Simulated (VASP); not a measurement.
# Sb: single point with PBE

Crystal: Sb.

```
CELL_PARAMETERS angstrom
2.29229 0.00000 0.00000
0.00000 2.29229 0.00000
0.00000 0.00000 2.29229
ATOMIC_POSITIONS crystal
Sb 0.00000 0.00000 0.00000
```

This cell differs from its parent crystal: volume scaled by 0.4.

```json
{"Program": "VASP 6.6.1", "Task": "single point", "Functional": "PBE", "Potentials or basis": "VASP PAW PBE potentials, release 64 (Sb)", "Cutoff": "500 eV", "k mesh": "12 × 12 × 12", "Occupations": "fermi-dirac, width 0.05 eV", "Spin": "no spin polarisation", "Dipole correction": "no", "Further INCAR settings": "ALGO = Normal; EDIFF = 1e-06; NBANDS = 8"}
```

```yaml
Pressure: 418.0 GPa
```

Levels at points of the mesh, in eV from the Fermi level:
```
           k point  band 1  band 2  band 3  band 4  band 5  band 6  band 7
(0.00, 0.00, 0.00)  -23.42    5.25    5.25    5.25    9.05    9.05   15.06
(0.50, 0.00, 0.00)  -15.25  -14.63    9.43   11.82   11.99   11.99   12.81
(0.50, 0.50, 0.00)   -9.11   -9.11   -5.81   -1.86   14.49   14.49   17.10
(0.50, 0.50, 0.50)   -3.34   -3.34   -3.34    1.77    3.93    3.93    3.93
```

Run time: 12 s on 1 thread of Intel Xeon 8259CL, on a shared host, peak memory 0.12 GiB.

Caveat: spin-orbit coupling is left out, which moves the levels of the heavy elements.
